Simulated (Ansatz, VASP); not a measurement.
**Two plane-wave programs on TiTe2**

The input INCAR:

```
SYSTEM = TiTe2
ALGO = Normal
EDIFF = 1E-6
ENCUT = 400
GGA = PE
GGA_COMPAT = .FALSE.
ISIF = 2
ISMEAR = 0
LASPH = .TRUE.
LCHARG = .FALSE.
LREAL = .FALSE.
LWAVE = .FALSE.
NBANDS = 19
NELM = 120
NELMDL = -8
PREC = Accurate
SIGMA = 0.05
```

KPOINTS

```
k-points
0
G
  24 24 1
  0 0 0
```

POSCAR

```
TiTe2
1.0
    3.7770008900      0.0000000000      0.0000000000
   -1.8885004400      3.2709787200      0.0000000000
    0.0000000000      0.0000000000     16.4153488000
Ti Te
1 2
Direct
    0.0000000000      0.0000000000      0.5000000000
    0.6666666700      0.3333333300      0.6040291300
    0.3333333300      0.6666666700      0.3959708700
```

Input for Ansatz:

```yaml
crystal:
  lattice:
    - [3.77700089, 0.0, 0.0]
    - [-1.88850044, 3.27097872, 0.0]
    - [0.0, 0.0, 16.4153488]
  atoms:
    - { symbol: Ti, position: [0.0, 0.0, 0.5] }
    - { symbol: Te, position: [0.66666667, 0.33333333, 0.60402913] }
    - { symbol: Te, position: [0.33333333, 0.66666667, 0.39597087] }
basis:
  ecutwfc: 420
kpoints:
  mp_grid: { grid: [24, 24, 1] }
hamiltonian:
  xc: pbe
  pseudopotentials: { kind: paw }
scf:
  occupations: { method: gaussian, width: 0.05 }
output:
  forces: true
  eigenvalues: true
  eigenstates:
    nscf_kmesh: { grid: [54, 54, 1] }
    top_band: c6
    de_dk: true
    localisation: true
checkpoint:
  write: ck
  compress: false
  write_wavefunctions: false
  write_every: 100000
```

Alike in both runs: task single point; functional PBE; k mesh 24 × 24 × 1; occupations gaussian, width 0.05 eV; no spin polarisation.

|  | VASP | Ansatz |
| --- | --- | --- |
| version | VASP 6.6.1 | Ansatz 0.2.0 |
| potentials or method | VASP PAW PBE potentials, release 64 (Ti_sv, Te), cutoff 400 eV | scalar-relativistic, plane waves, PAW |
| valence electrons in the cell | 24 | 44 |

```csv
,VASP,Ansatz,Ansatz less VASP
rms of the force components (eV/Å),0.099,0.094,-0.0056
```

Atom by atom the forces differ by 0.006 eV/Å (rms over components). VASP's potentials hold 24 valence electrons a cell and Ansatz's 44, so a difference there can come from the potentials and not from the codes.

Neither program's run includes spin-orbit coupling.
